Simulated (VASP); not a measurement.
# V (Im-3m) in VASP: a series of runs

Runs on V. Level: r2SCAN. Tasks: single point.

Program: VASP 6.6.1. These are calculated values, not measurements. Logs are shortened: lines on timing, memory, paths and dates and some standing lists are left out, and cuts for length are marked.

## 1. The cell of the first run

Symmetry: Im-3m, No. 229, cubic system. The conventional cell has a = 3.028 Å, b = 3.028 Å, c = 3.028 Å, α = 90.00°, β = 90.00°, γ = 90.00°. V (site symmetry m-3m) has 14 V at 2.62 to 3.03 Å within 3.5 Å.

## 2. Single point, r2SCAN, collinear spin, ferromagnetic start

File POSCAR:

```
V
1.0
   -1.5139000000      1.5139000000      1.5139000000
    1.5139000000     -1.5139000000      1.5139000000
    1.5139000000      1.5139000000     -1.5139000000
V
1
Direct
    0.0000000000      0.0000000000      0.0000000000
```

File INCAR.step1:

```
ALGO = Normal
EDIFF = 1E-4
ENCUT = 520
GGA = PE
ISMEAR = -1
ISPIN = 2
LASPH = True
LCHARG = False
LMAXMIX = 4
LREAL = False
LWAVE = True
MAGMOM = 0.9
NBANDS = 16
NELM = 150
NUPDOWN = 0.9
PREC = Accurate
SIGMA = 0.1
```

File INCAR.step2:

```
ALGO = Normal
EDIFF = 1E-6
ENCUT = 520
ISIF = 2
ISMEAR = -1
ISPIN = 2
ISTART = 1
LASPH = True
LCHARG = True
LELF = True
LMAXMIX = 4
LMIXTAU = True
LORBIT = 11
LREAL = False
LVHAR = True
LWAVE = False
MAGMOM = 0.9
METAGGA = R2SCAN
NBANDS = 16
NELM = 150
NUPDOWN = 0.9
PREC = Accurate
SIGMA = 0.1
```

File KPOINTS:

```
k-points
0
Gamma
  13 13 13
```

Potentials or basis: VASP PAW PBE potentials, release 64 (V_sv).

Command:

```
cat potpaw_PBE.64/V_sv/POTCAR > POTCAR
cp INCAR.step1 INCAR
mpirun -np 1 vasp_std > vasp.out
cp INCAR.step2 INCAR
mpirun -np 1 vasp_std > vasp.out
```

OUTCAR:

```text
EDIFF = 1E-6
   ENCUT = 520
   ISIF = 2
   ISMEAR = -1
   ISPIN = 2
   ISTART = 1
   LASPH = True
   LORBIT = 11
   LREAL = False
   METAGGA = R2SCAN
   NELM = 150
   NUPDOWN = 0.9
   PREC = Accurate

 ion  position               nearest neighbor table
   1  0.000  0.000  0.000-

  LATTYP: Found a body centered cubic cell.
 ALAT       =     3.0278000000

  Lattice vectors:

 A1 = (  -1.5139000000,   1.5139000000,   1.5139000000)
 A2 = (   1.5139000000,  -1.5139000000,   1.5139000000)
 A3 = (   1.5139000000,   1.5139000000,  -1.5139000000)

Analysis of symmetry for initial positions (statically):
=====================================================================
 Subroutine PRICEL returns:
 Original cell was already a primitive cell.

 Routine SETGRP: Setting up the symmetry group for a
 body centered cubic supercell.

 Subroutine GETGRP returns: Found 48 space group operations
 (whereof 48 operations were pure point group operations)
 out of a pool of 48 trial point group operations.

The static configuration has the point symmetry O_h .

Analysis of symmetry for dynamics (positions and initial velocities):
=====================================================================
 Subroutine PRICEL returns:
 Original cell was already a primitive cell.

 Routine SETGRP: Setting up the symmetry group for a
 body centered cubic supercell.

 Subroutine GETGRP returns: Found 48 space group operations
 (whereof 48 operations were pure point group operations)
 out of a pool of 48 trial point group operations.

The dynamic configuration has the point symmetry O_h .

Analysis of structural, dynamic, and magnetic symmetry:
=====================================================================
 Subroutine PRICEL returns:
 Original cell was already a primitive cell.

 Routine SETGRP: Setting up the symmetry group for a
 body centered cubic supercell.

 Subroutine GETGRP returns: Found 48 space group operations
 (whereof 48 operations were pure point group operations)
 out of a pool of 48 trial point group operations.

The overall configuration has the point symmetry O_h .

 Subroutine INISYM returns: Found 48 space group operations
 (whereof 48 operations are pure point group operations),
 and found     1 'primitive' translations

----------------------------------------------------------------------------------------

                                     Primitive cell

  volume of cell :      13.8788

  direct lattice vectors                    reciprocal lattice vectors
    -1.513900000  1.513900000  1.513900000     0.000000000  0.330272805  0.330272805
     1.513900000 -1.513900000  1.513900000     0.330272805  0.000000000  0.330272805
     1.513900000  1.513900000 -1.513900000     0.330272805  0.330272805  0.000000000

  length of vectors
     2.622151718  2.622151718  2.622151718     0.467076281  0.467076281  0.467076281

  position of ions in fractional coordinates (direct lattice)
     0.000000000  0.000000000  0.000000000

  ion indices of the primitive-cell ions
   primitive index   ion index
                 1           1

----------------------------------------------------------------------------------------

 KPOINTS: k-points

Automatic generation of k-mesh.
 Grid dimensions read from file:
 generate k-points for:   13   13   13

 Generating k-lattice:

  Cartesian coordinates                     Fractional coordinates (reciprocal lattice)
     0.000000000  0.025405600  0.025405600     0.076923077  0.000000000  0.000000000
     0.025405600  0.000000000  0.025405600     0.000000000  0.076923077  0.000000000
     0.025405600  0.025405600  0.000000000     0.000000000  0.000000000  0.076923077

  Length of vectors
     0.035928945  0.035928945  0.035928945

  Shift w.r.t. Gamma in fractional coordinates (k-lattice)
     0.000000000  0.000000000  0.000000000

 Subroutine IBZKPT returns following result:
 ===========================================

 Found     84 irreducible k-points:

 Following reciprocal coordinates:
            Coordinates               Weight
  0.000000  0.000000  0.000000      1.000000
  0.076923  0.000000  0.000000     12.000000
  0.153846  0.000000  0.000000     12.000000
  0.230769  0.000000  0.000000     12.000000
  0.307692  0.000000  0.000000     12.000000
  0.384615  0.000000  0.000000     12.000000
[... 16 lines left out ...]
  0.153846  0.076923  0.076923     24.000000
  0.230769  0.076923  0.076923     24.000000
 [... further k-points ...]
   k-points           NKPTS =     84   k-points in BZ     NKDIM =     84   number of bands    NBANDS=     16
   number of dos      NEDOS =    301   number of ions     NIONS =      1
   total plane-waves  NPLWV =   8000
   dimension x,y,z NGX =    20 NGY =   20 NGZ =   20
   dimension x,y,z NGXF=    40 NGYF=   40 NGZF=   40
   ions per type =               1
   NGX,Y,Z   is equivalent  to a cutoff of  12.68, 12.68, 12.68 a.u.
   NGXF,Y,Z  is equivalent  to a cutoff of  25.36, 25.36, 25.36 a.u.
 SYSTEM =  unknown system
   PREC   = accura    normal or accurate (medium, high low for compatibility)
   ISTART =      1    job   : 0-new  1-cont  2-samecut
   ICHARG =      0    charge: 1-file 2-atom 10-const
   ISPIN  =      2    spin polarized calculation?
   LNONCOLLINEAR =      F non collinear calculations
   LSORBIT =      F    spin-orbit coupling
   LASPH  =      T    aspherical Exc in radial PAW
   ENCUT  =  520.0 eV  38.22 Ry    6.18 a.u.   4.88  4.88  4.88*2*pi/ulx,y,z
   NELM   =    150;   NELMIN=  2; NELMDL=  0     # of ELM steps
   EDIFF  = 0.1E-05   stopping-criterion for ELM
   LREAL  =      F    real-space projection
   EDIFFG = 0.1E-04   stopping-criterion for IOM
   NSW    =      0    number of steps for IOM
   IBRION =     -1    ionic relax: 0-MD 1-quasi-New 2-CG
   NFREE  =      0    steps in history (QN), initial steepest desc. (CG)
   ISIF   =      2    stress and relaxation
   ISYM   =      2    0-nonsym 1-usesym 2-fastsym
   POTIM  = 0.5000    time-step for ionic-motion
   TEBEG  =    0.0;   TEEND  =   0.0 temperature during run
   PSTRESS=    0.0 pullay stress
   NELECT =      13.0000    total number of electrons
   NUPDOWN=       0.9000    fix difference up-down
   EMIN   =  10.00;   EMAX   =-10.00  energy-range for DOS
   EFERMI =   0.00;   METHOD = LEGACY
   ISMEAR =    -1;   SIGMA  =   0.10  broadening in eV -4-tet -1-fermi 0-gaus
   EFERMI_NEDOS =   21; number of points for ismear=-14 and -15
   IALGO  =     38    algorithm
   IMIX   =      4    mixing-type and parameters
     AMIX     =   0.40;   BMIX     =  1.00
     AMIX_MAG =   1.60;   BMIX_MAG =  1.00
  volume/ion in A,a.u.               =      13.88        93.66
  Fermi-wavevector in a.u.,A,eV,Ry     =   1.601789  3.026943 34.908868  2.565729
  Thomas-Fermi vector in A             =   2.698712
   LORBIT       =     11    0 simple, 1 ext, 2 COOP (PROOUT), +10 PAW based schemes
   METAGGA = R2SCAN    functional components
   LHFCALC =     F    Hartree Fock is set to
   AEXX    =    0.0000 exact exchange contribution
   IVDW    =     0    specifies the selected vdW correction
   LEPSILON=     F    determine dielectric tensor
   LRPA    =     F    only Hartree local field effects (RPA)
 spin polarized calculation
  energy-cutoff  :      520.00
  volume of cell :       13.88
 maximum number of plane-waves:       386
   NGX =  9   NGY =  9   NGZ =  9

 number of electron      12.9999996 magnetization       0.8999999

 Free energy of the ion-electron system (eV)
  ---------------------------------------------------
  ext. energy  EPLUGINS =         0.00000000
  ---------------------------------------------------
  free energy    TOTEN  =       -14.09563724 eV

  energy without entropy =      -14.05737099  energy(sigma->0) =      -14.07650412

 E-fermi :   9.3744     XC(G=0): -13.8680

 val. band max:        9.8144593618   @ k =  -0.1538   0.1538   0.1538
 cond. band min:       9.3827206374   @ k =   0.2308   0.2308   0.0000
 fundamental gap:     -0.4317387244
 Fermi energy:         9.8205234019

 spin component 1

 k-point     1 :       0.0000    0.0000    0.0000
  band No.  band energies     occupation
      1     -57.4312      1.00000
      2     -29.6309      1.00000
      3     -29.6309      1.00000
      4     -29.6309      1.00000
      5       1.9938      1.00000
      6       9.1650      0.99858
[... 8 lines left out ...]
     15      37.4086      0.00000
     16      41.0906      0.00000

 k-point     2 :       0.0769    0.0000    0.0000
  band No.  band energies     occupation
      1     -57.4207      1.00000
      2     -29.6823      1.00000
      3     -29.6467      1.00000
      4     -29.6311      1.00000
      5       2.2371      1.00000
      6       9.0648      0.99948
[... 8 lines left out ...]
     15      37.8274      0.00000
     16      39.1117      0.00000
[... 387 lines left out ...]
      5       4.3446      1.00000
      6       8.3078      1.00000
[... 8 lines left out ...]
     15      38.4912      0.00000
     16      39.4422      0.00000

 k-point    24 :       0.2308    0.0769    0.0769
  band No.  band energies     occupation
      1     -57.2970      1.00000
      2     -30.2420      1.00000
      3     -29.8138      1.00000
      4     -29.6760      1.00000
      5       5.3681      1.00000
      6       7.9602      1.00000
[... 8 lines left out ...]
     15      38.7267      0.00000
     16      39.4831      0.00000

 [... further k-points ...]

 spin component 2

 k-point     1 :       0.0000    0.0000    0.0000
  band No.  band energies     occupation
      1     -56.5629      1.00000
      2     -28.7651      1.00000
      3     -28.7651      1.00000
      4     -28.7651      1.00000
      5       2.6312      1.00000
      6      10.4834      0.00002
[... 8 lines left out ...]
     15      37.5883      0.00000
     16      42.2787      0.00000

 k-point     2 :       0.0769    0.0000    0.0000
  band No.  band energies     occupation
      1     -56.5526      1.00000
      2     -28.8158      1.00000
      3     -28.7802      1.00000
      4     -28.7656      1.00000
      5       2.8742      1.00000
      6      10.3782      0.00004
[... 8 lines left out ...]
     15      38.1129      0.00000
     16      40.1307      0.00000
[... 387 lines left out ...]
      5       5.0034      1.00000
      6       9.5271      0.17834
[... 8 lines left out ...]
     15      38.9832      0.00000
     16      40.3714      0.00000

 k-point    24 :       0.2308    0.0769    0.0769
  band No.  band energies     occupation
      1     -56.4308      1.00000
      2     -29.3662      1.00000
      3     -28.9426      1.00000
      4     -28.8122      1.00000
      5       6.0741      1.00000
      6       9.1799      0.87492
[... 8 lines left out ...]
     15      39.6088      0.00000
     16      40.0330      0.00000

 [... further k-points ...]
[... 5 lines left out ...]
  --------------------------------------------------------------------------------------
  -------------------------------------------------------------------------------------
  Total       -0.2179491     -0.2179491     -0.2179491      0.0000000     -0.0000000     -0.0000000
  in kB      -25.1602007    -25.1602007    -25.1602007      0.0000000     -0.0000000     -0.0000000
  external PRESSURE =     -25.1602007 kB  Pullay stress =       0.0000000 kB

 VOLUME and BASIS-vectors are now :
 -----------------------------------------------------------------------------
  energy-cutoff  :      520.00
  volume of cell :       13.88
      direct lattice vectors                 reciprocal lattice vectors
    -1.513900000  1.513900000  1.513900000     0.000000000  0.330272805  0.330272805
     1.513900000 -1.513900000  1.513900000     0.330272805  0.000000000  0.330272805
     1.513900000  1.513900000 -1.513900000     0.330272805  0.330272805  0.000000000

 POSITION                                       TOTAL-FORCE (eV/Angst)
 -----------------------------------------------------------------------------------
      0.00000      0.00000      0.00000         0.000000     -0.000000     -0.000000
 -----------------------------------------------------------------------------------
    total drift:                                0.000000      0.000000      0.000000

  FREE ENERGIE OF THE ION-ELECTRON SYSTEM (eV)
  ---------------------------------------------------
  free  energy   TOTEN  =       -14.0956372439 eV

  energy  without entropy=      -14.0573709864  energy(sigma->0) =      -14.07650412

 total charge

# of ion       s       p       d       tot
------------------------------------------
    1        2.329   6.234   3.004  11.568

 magnetization (x)

# of ion       s       p       d       tot
------------------------------------------
    1        0.011   0.054   0.693   0.758
```

Run time: 1.7 min. Hardware: 1 thread of Intel Xeon Platinum 8375C at 2.90GHz (Ice Lake), shared host; peak memory 0.15 GiB.

Results:

```
Free energy                                           : -14.0956 eV
Pressure                                              : -2.5 GPa
Net moment                                            : 0.90 μB per cell
Site moments                                          : V +0.76 μB
Valence electrons inside the program's atomic spheres : V 11.57
```

Caveat: the PAW data sets were made with another functional, which shifts forces and pressure a little; the total moment is fixed, so each spin has its own Fermi level.

[end of part 1 of 2]
